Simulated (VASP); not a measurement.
Write the native input for VASP 6.6.1 that does the following.

* Task: single point
* Functional: PBEsol
* Dispersion: D4
* Potentials or basis: VASP PAW PBE potentials, release 64 (Pd)
* Cutoff: 520 eV
* k mesh: 12 × 12 × 12
* Occupations: fermi-dirac, width 0.05 eV
* Spin: no spin polarisation
* Dipole correction: no
* Further INCAR settings: ALGO = Normal; EDIFF = 1e-06; NBANDS = 11

The structure of Pd lies in POSCAR:

```
Pd
1.0
    0.0000000000      1.9277569800      1.9277569800
    1.9277569800      0.0000000000      1.9277569800
    1.9277569800      1.9277569800      0.0000000000
Pd
1
Direct
    0.0000000000      0.0000000000      0.0000000000
```

These files were run (other wordings do the same):

INCAR

```
SYSTEM = Pd
PREC     = Accurate       ! precision mode
ENCUT    = 520            ! plane-wave cutoff, eV
EDIFF    = 1E-6           ! SCF threshold, eV
ISMEAR   = -1             ! smearing method
SIGMA    = 0.05           ! smearing width, eV
LREAL    = .FALSE.        ! projectors in reciprocal space
LASPH    = .TRUE.         ! aspherical terms in the spheres
NELM     = 60             ! most SCF steps
ALGO     = Normal         ! electronic algorithm
ISIF     = 2              ! what is computed and relaxed
LWAVE    = .FALSE.        ! write WAVECAR
LCHARG   = .FALSE.        ! write CHGCAR
GGA      = PS             ! functional
IVDW     = 13             ! dispersion correction
NBANDS   = 11             ! bands
```

KPOINTS

```
regular mesh
0
G
  12 12 12
  0 0 0
```

Potentials or basis: VASP PAW PBE potentials, release 64 (Pd).

Command:

```bash
$ cat potpaw_PBE.64/Pd/POTCAR > POTCAR
$ mpirun -np 1 vasp_std > vasp.out
```

Results of the run:

```json
{"Pressure": "-0.4 GPa", "Band gap on the k mesh": "zero (bands 5 and 6 overlap by 1.66 eV)", "Dispersion energy per atom": "-0.294 eV"}
```

Caveat: the PAW data sets were made with another functional, which shifts forces and pressure a little.

Run time: 8.5 s on 1 thread of Intel Xeon 8259CL, on a shared host, peak memory 0.13 GiB.
